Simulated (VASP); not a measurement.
Crystal: Eu.

```
Eu
1.0
    -2.30300    2.30300    2.30300
     2.30300   -2.30300    2.30300
     2.30300    2.30300   -2.30300
Eu
1
Direct
  0.00000 0.00000 0.00000
```

Base run:

```yaml
Program: VASP 6.6.1
Functional: PBE
Potentials_or_basis: VASP PAW PBE potentials, release 64 (Eu)
Cutoff: 520 eV
k_mesh: 10 × 10 × 10
Occupations: fermi-dirac, width 0.05 eV
Spin: collinear spin, ferromagnetic start
Starting_moments: "[7.0] μB"
Hubbard_terms: Eu f U = 1.0 eV
```

Its results: pressure -1.4 GPa; net moment 7.40 μB per cell; site moments Eu +6.74 μB.

Question: The run is repeated on the same cell with these changes: hubbard terms from Eu f U = 1.0 eV to none; further incar settings from ALGO = Normal; EDIFF = 1e-07; NBANDS = 18 to ALGO = Normal; EDIFF = 1e-06; NBANDS = 18. What comes out?

Answer: Pressure -1.8 GPa; net moment 7.40 μB per cell; site moments Eu +6.71 μB.
